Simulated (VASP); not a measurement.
# HfN (F-43m) in VASP: further runs

The runs below take HfN through single point, with LDA.

All numbers are computed with VASP 6.6.1; they aren't measurements. Logs are shortened: lines on timing, memory, paths and dates and some standing lists are left out, and cuts for length are marked.

## (1) The cell of the first run

The structure is cubic, space group F-43m (No. 216). The conventional cell has a = 4.910 Å, b = 4.910 Å, c = 4.910 Å, α = 90.00°, β = 90.00°, γ = 90.00°. Within 2.8 Å of Hf (site symmetry -43m) lie 4 N at 2.13 Å. N (site symmetry -43m) has 4 Hf at 2.13 Å within 2.8 Å.

## (2) Single point, LDA

INCAR

```
  ALGO = Normal
  EDIFF = 1E-7
  ENCUT = 520
  GGA = CA
  ISIF = 2
  ISMEAR = 1
  LASPH = True
  LCHARG = False
  LREAL = False
  LWAVE = False
  NBANDS = 14
  NELM = 80
  PREC = Accurate
  SIGMA = 0.1
```

KPOINTS

```
k-points
0
Gamma
  10 10 10
```

POSCAR

```
HfN
1.0
    0.0000000000      2.4548200000      2.4548200000
    2.4548200000      0.0000000000      2.4548200000
    2.4548200000      2.4548200000      0.0000000000
Hf N
1 1
Direct
    0.0000000000      0.0000000000      0.0000000000
    0.7500000000      0.7500000000      0.7500000000
```

Potentials or basis: VASP PAW LDA potentials, release 64 (Hf_pv, N).

Started as:

```bash
> cat potpaw_LDA.64/Hf_pv/POTCAR potpaw_LDA.64/N/POTCAR > POTCAR
> mpirun -np 1 vasp_std > vasp.out
```

OUTCAR:

```text
EDIFF = 1E-7
   ENCUT = 520
   GGA = CA
   ISIF = 2
   ISMEAR = 1
   LASPH = True
   LREAL = False
   NELM = 80
   PREC = Accurate

 ion  position               nearest neighbor table
   1  0.000  0.000  0.000-   2 2.13   2 2.13   2 2.13   2 2.13
   2  0.750  0.750  0.750-   1 2.13   1 2.13   1 2.13   1 2.13

  LATTYP: Found a face centered cubic cell.
 ALAT       =     4.9096400000

  Lattice vectors:

 A1 = (   0.0000000000,   2.4548200000,   2.4548200000)
 A2 = (   2.4548200000,   0.0000000000,   2.4548200000)
 A3 = (   2.4548200000,   2.4548200000,   0.0000000000)

Analysis of symmetry for initial positions (statically):
=====================================================================
 Subroutine PRICEL returns:
 Original cell was already a primitive cell.

 Routine SETGRP: Setting up the symmetry group for a
 face centered cubic supercell.

 Subroutine GETGRP returns: Found 24 space group operations
 (whereof 24 operations were pure point group operations)
 out of a pool of 48 trial point group operations.

The static configuration has the point symmetry T_d .

Analysis of symmetry for dynamics (positions and initial velocities):
=====================================================================
 Subroutine PRICEL returns:
 Original cell was already a primitive cell.

 Routine SETGRP: Setting up the symmetry group for a
 face centered cubic supercell.

 Subroutine GETGRP returns: Found 24 space group operations
 (whereof 24 operations were pure point group operations)
 out of a pool of 48 trial point group operations.

The dynamic configuration has the point symmetry T_d .

 Subroutine INISYM returns: Found 24 space group operations
 (whereof 24 operations are pure point group operations),
 and found     1 'primitive' translations

----------------------------------------------------------------------------------------

                                     Primitive cell

  volume of cell :      29.5862

  direct lattice vectors                    reciprocal lattice vectors
     0.000000000  2.454820000  2.454820000    -0.203680922  0.203680922  0.203680922
     2.454820000  0.000000000  2.454820000     0.203680922 -0.203680922  0.203680922
     2.454820000  2.454820000  0.000000000     0.203680922  0.203680922 -0.203680922

  length of vectors
     3.471639737  3.471639737  3.471639737     0.352785705  0.352785705  0.352785705

  position of ions in fractional coordinates (direct lattice)
     0.000000000  0.000000000  0.000000000
     0.750000000  0.750000000  0.750000000

  ion indices of the primitive-cell ions
   primitive index   ion index
                 1           1
                 2           2

----------------------------------------------------------------------------------------

 KPOINTS: k-points

Automatic generation of k-mesh.
 Grid dimensions read from file:
 generate k-points for:   10   10   10

 Generating k-lattice:

  Cartesian coordinates                     Fractional coordinates (reciprocal lattice)
    -0.020368092  0.020368092  0.020368092     0.100000000  0.000000000  0.000000000
     0.020368092 -0.020368092  0.020368092     0.000000000  0.100000000  0.000000000
     0.020368092  0.020368092 -0.020368092     0.000000000  0.000000000  0.100000000

  Length of vectors
     0.035278570  0.035278570  0.035278570

  Shift w.r.t. Gamma in fractional coordinates (k-lattice)
     0.000000000  0.000000000  0.000000000

 Subroutine IBZKPT returns following result:
 ===========================================

 Found     47 irreducible k-points:

 Following reciprocal coordinates:
            Coordinates               Weight
  0.000000  0.000000  0.000000      1.000000
  0.100000  0.000000  0.000000      8.000000
  0.200000  0.000000  0.000000      8.000000
  0.300000  0.000000  0.000000      8.000000
  0.400000  0.000000  0.000000      8.000000
  0.500000  0.000000  0.000000      4.000000
[... 16 lines left out ...]
  0.300000  0.300000  0.000000      6.000000
  0.400000  0.300000  0.000000     24.000000
 [... further k-points ...]
   k-points           NKPTS =     47   k-points in BZ     NKDIM =     47   number of bands    NBANDS=     14
   number of dos      NEDOS =    301   number of ions     NIONS =      2
   total plane-waves  NPLWV =  21952
   dimension x,y,z NGX =    28 NGY =   28 NGZ =   28
   dimension x,y,z NGXF=    56 NGYF=   56 NGZF=   56
   ions per type =               1   1
   NGX,Y,Z   is equivalent  to a cutoff of  13.41, 13.41, 13.41 a.u.
   NGXF,Y,Z  is equivalent  to a cutoff of  26.82, 26.82, 26.82 a.u.
 SYSTEM =  unknown system
   PREC   = accura    normal or accurate (medium, high low for compatibility)
   ISTART =      0    job   : 0-new  1-cont  2-samecut
   ICHARG =      2    charge: 1-file 2-atom 10-const
   ISPIN  =      1    spin polarized calculation?
   LNONCOLLINEAR =      F non collinear calculations
   LSORBIT =      F    spin-orbit coupling
   LASPH  =      T    aspherical Exc in radial PAW
   ENCUT  =  520.0 eV  38.22 Ry    6.18 a.u.   6.45  6.45  6.45*2*pi/ulx,y,z
   NELM   =     80;   NELMIN=  2; NELMDL= -5     # of ELM steps
   EDIFF  = 0.1E-06   stopping-criterion for ELM
   LREAL  =      F    real-space projection
   EDIFFG = 0.1E-05   stopping-criterion for IOM
   NSW    =      0    number of steps for IOM
   IBRION =     -1    ionic relax: 0-MD 1-quasi-New 2-CG
   NFREE  =      0    steps in history (QN), initial steepest desc. (CG)
   ISIF   =      2    stress and relaxation
   ISYM   =      2    0-nonsym 1-usesym 2-fastsym
   POTIM  = 0.5000    time-step for ionic-motion
   TEBEG  =    0.0;   TEEND  =   0.0 temperature during run
   PSTRESS=    0.0 pullay stress
   NELECT =      15.0000    total number of electrons
   NUPDOWN=      -1.0000    fix difference up-down
   EMIN   =  10.00;   EMAX   =-10.00  energy-range for DOS
   EFERMI =   0.00;   METHOD = LEGACY
   ISMEAR =     1;   SIGMA  =   0.10  broadening in eV -4-tet -1-fermi 0-gaus
   EFERMI_NEDOS =   21; number of points for ismear=-14 and -15
   IALGO  =     38    algorithm
   IMIX   =      4    mixing-type and parameters
     AMIX     =   0.40;   BMIX     =  1.00
     AMIX_MAG =   1.60;   BMIX_MAG =  1.00
  volume/ion in A,a.u.               =      14.79        99.83
  Fermi-wavevector in a.u.,A,eV,Ry     =   1.305396  2.466841 23.185125  1.704059
  Thomas-Fermi vector in A             =   2.436268
   LORBIT       =      0    0 simple, 1 ext, 2 COOP (PROOUT), +10 PAW based schemes
   GGA     = CA    functional components
   LHFCALC =     F    Hartree Fock is set to
   AEXX    =    0.0000 exact exchange contribution
   IVDW    =     0    specifies the selected vdW correction
   LEPSILON=     F    determine dielectric tensor
   LRPA    =     F    only Hartree local field effects (RPA)
 non-spin polarized calculation
 Methfessel and Paxton  Order N= 1 SIGMA  =   0.10
  energy-cutoff  :      520.00
  volume of cell :       29.59
 maximum number of plane-waves:       821
 NGX is ok and might be reduce to    28
   NGX = 13   NGY = 13   NGZ = 13

 number of electron      15.0000001 magnetization

 Free energy of the ion-electron system (eV)
  ---------------------------------------------------
  ext. energy  EPLUGINS =         0.00000000
  ---------------------------------------------------
  free energy    TOTEN  =       -23.01728849 eV

  energy without entropy =      -23.01730962  energy(sigma->0) =      -23.01729554

 E-fermi :   5.5476     XC(G=0): -11.5071

 val. band max:        5.5107733490   @ k =   0.3000   0.2000   0.0000
 cond. band min:       5.6086409050   @ k =   0.4000   0.2000   0.0000
 fundamental gap:      0.0978675560
 Fermi energy:         5.5476397400

 k-point     1 :       0.0000    0.0000    0.0000
  band No.  band energies     occupation
      1     -25.3682      2.00000
      2     -25.3682      2.00000
      3     -25.3682      2.00000
      4     -10.3460      2.00000
      5       0.1177      2.00000
      6       0.1177      2.00000
      7       0.1177      2.00000
      8       4.9484      2.00000
      9       7.6877      0.00000
     10       7.6877      0.00000
     11      12.1100      0.00000
     12      12.1100      0.00000
     13      12.1100      0.00000
     14      16.9587      0.00000

 k-point     2 :       0.1000    0.0000    0.0000
  band No.  band energies     occupation
      1     -25.4164      2.00000
      2     -25.3744      2.00000
      3     -25.3744      2.00000
      4     -10.2254      2.00000
      5      -0.0905      2.00000
      6       0.1903      2.00000
      7       0.1903      2.00000
      8       5.4714      1.95966
      9       7.5308     -0.00000
     10       7.5308     -0.00000
     11      11.8530      0.00000
     12      12.3298      0.00000
     13      12.3298      0.00000
     14      16.9500      0.00000

 k-point     3 :       0.2000    0.0000    0.0000
  band No.  band energies     occupation
      1     -25.5399      2.00000
      2     -25.3905      2.00000
      3     -25.3905      2.00000
      4      -9.9210      2.00000
      5      -0.4052      2.00000
      6       0.3675      2.00000
      7       0.3675      2.00000
      8       6.5905     -0.00000
      9       7.3141     -0.00000
     10       7.3141     -0.00000
     11      11.3413      0.00000
     12      12.5566      0.00000
     13      12.5566      0.00000
     14      15.1213      0.00000
[... 324 lines left out ...]
 k-point    23 :       0.3000    0.3000    0.0000
  band No.  band energies     occupation
      1     -25.6881      2.00000
      2     -25.4752      2.00000
      3     -25.4752      2.00000
      4      -9.3077      2.00000
      5      -1.1846      2.00000
      6       1.2006      2.00000
      7       1.2006      2.00000
      8       4.8886      2.00000
      9       8.6977      0.00000
     10       8.7586      0.00000
     11      11.4696      0.00000
     12      11.4696      0.00000
     13      11.8522      0.00000
     14      16.9299      0.00000

 k-point    24 :       0.4000    0.3000    0.0000
  band No.  band energies     occupation
      1     -25.7530      2.00000
      2     -25.5084      2.00000
      3     -25.4938      2.00000
      4      -9.1001      2.00000
      5      -1.1504      2.00000
      6       1.3742      2.00000
      7       1.4432      2.00000
      8       4.7896      2.00000
      9       8.2869      0.00000
     10       8.9606      0.00000
     11      10.9641      0.00000
     12      11.3764      0.00000
     13      12.4150      0.00000
     14      16.6303      0.00000

 [... further k-points ...]
[... 5 lines left out ...]
  --------------------------------------------------------------------------------------
  -------------------------------------------------------------------------------------
  Total       -1.8390738     -1.8390738     -1.8390738      0.0000000      0.0000000     -0.0000000
  in kB      -99.5911594    -99.5911594    -99.5911594      0.0000000      0.0000000     -0.0000000
  external PRESSURE =     -99.5911594 kB  Pullay stress =       0.0000000 kB

 VOLUME and BASIS-vectors are now :
 -----------------------------------------------------------------------------
  energy-cutoff  :      520.00
  volume of cell :       29.59
      direct lattice vectors                 reciprocal lattice vectors
     0.000000000  2.454820000  2.454820000    -0.203680922  0.203680922  0.203680922
     2.454820000  0.000000000  2.454820000     0.203680922 -0.203680922  0.203680922
     2.454820000  2.454820000  0.000000000     0.203680922  0.203680922 -0.203680922

 POSITION                                       TOTAL-FORCE (eV/Angst)
 -----------------------------------------------------------------------------------
      0.00000      0.00000      0.00000         0.000000      0.000000      0.000000
      3.68223      3.68223      3.68223        -0.000000     -0.000000     -0.000000
 -----------------------------------------------------------------------------------
    total drift:                                0.000000      0.000000      0.000000

  FREE ENERGIE OF THE ION-ELECTRON SYSTEM (eV)
  ---------------------------------------------------
  free  energy   TOTEN  =       -23.0172884906 eV

  energy  without entropy=      -23.0173096241  energy(sigma->0) =      -23.01729554
```

Run time: 24 s. Hardware: 1 thread of Intel Xeon Platinum 8375C at 2.90GHz (Ice Lake), shared host; peak memory 0.15 GiB.

What came out:

| Item | Value |
| --- | --- |
| Free energy | -23.0173 eV |
| Pressure | -10.0 GPa |

Levels at points of the mesh, in eV from the Fermi level:
| k point | band 4 | band 5 | band 6 | band 7 | band 8 | band 9 | band 10 | band 11 |
| --- | --- | --- | --- | --- | --- | --- | --- | --- |
| (0.00, 0.00, 0.00) | -15.89 | -5.43 | -5.43 | -5.43 | -0.60 | 2.14 | 2.14 | 6.56 |
| (0.50, 0.00, 0.00) | -14.78 | -5.65 | -4.84 | -4.84 | 1.56 | 2.65 | 2.65 | 4.26 |
| (0.50, 0.50, 0.00) | -14.40 | -6.89 | -3.55 | -3.55 | -1.08 | 2.12 | 3.93 | 4.62 |

Caveat: spin-orbit coupling is left out, which moves the levels of the heavy elements.

(Part 1 of 3 ends here.)
